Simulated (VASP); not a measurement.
Wanted: the native input for a VASP 6.6.1 run.

```yaml
Task: single point
Functional: r2SCAN
Potentials_or_basis: VASP PAW PBE potentials, release 64 (Ge_d)
Cutoff: 520 eV
k_mesh: 6 × 6 × 6
Occupations: gaussian, width 0.1 eV
Spin: no spin polarisation
Dipole_correction: no
Further_INCAR_settings: ALGO = Normal; EDIFF = 1e-07; NBANDS = 21
```

The system is Ge.

```xyz
2
Lattice="0.0000 2.8288 2.8288 2.8288 0.0000 2.8288 2.8288 2.8288 0.0000" Properties=species:S:1:pos:R:3 pbc="T T T"
Ge    2.8288    2.8288    2.8288
Ge    4.2432    4.2432    4.2432
```

The input as run:

POSCAR

```
Ge
1.0
    0.0000000000      2.8287700000      2.8287700000
    2.8287700000      0.0000000000      2.8287700000
    2.8287700000      2.8287700000      0.0000000000
Ge
2
Direct
    0.5000000000      0.5000000000      0.5000000000
    0.7500000000      0.7500000000      0.7500000000
```

INCAR.step1

```
SYSTEM = Ge
ALGO = Normal ; EDIFF = 1E-4
ENCUT = 520 ; GGA = PE
ISMEAR = 0 ; LASPH = .True.
LCHARG = .False. ; LREAL = .False.
LWAVE = .True. ; NBANDS = 21
NELM = 80 ; PREC = Accurate
SIGMA = 0.1
```

INCAR.step2

```
SYSTEM = Ge
ALGO = Normal ; EDIFF = 1E-7
ENCUT = 520 ; ISIF = 2
ISMEAR = 0 ; ISTART = 1
LASPH = .True. ; LCHARG = .False.
LMIXTAU = .True. ; LREAL = .False.
LWAVE = .False. ; METAGGA = R2SCAN
NBANDS = 21 ; NELM = 80
PREC = Accurate ; SIGMA = 0.1
```

KPOINTS

```
k-points
0
Gamma
  6 6 6
  0 0 0
```

Potentials or basis: VASP PAW PBE potentials, release 64 (Ge_d).

The run is started by

```sh
$ cat potpaw_PBE.64/Ge_d/POTCAR > POTCAR
$ cp INCAR.step1 INCAR
$ mpirun -np 1 vasp_std > vasp.out
$ cp INCAR.step2 INCAR
$ mpirun -np 1 vasp_std > vasp.out
```

Results of the run:

```json
{"Pressure": "0.6 GPa", "Band gap on the k mesh": "0.41 eV, direct"}
```

Caveat: the PAW data sets were made with another functional, which shifts forces and pressure a little.

It took 39 s on 1 thread of AMD EPYC 9R45 (Zen 5) (shared host), peak memory 0.13 GiB.
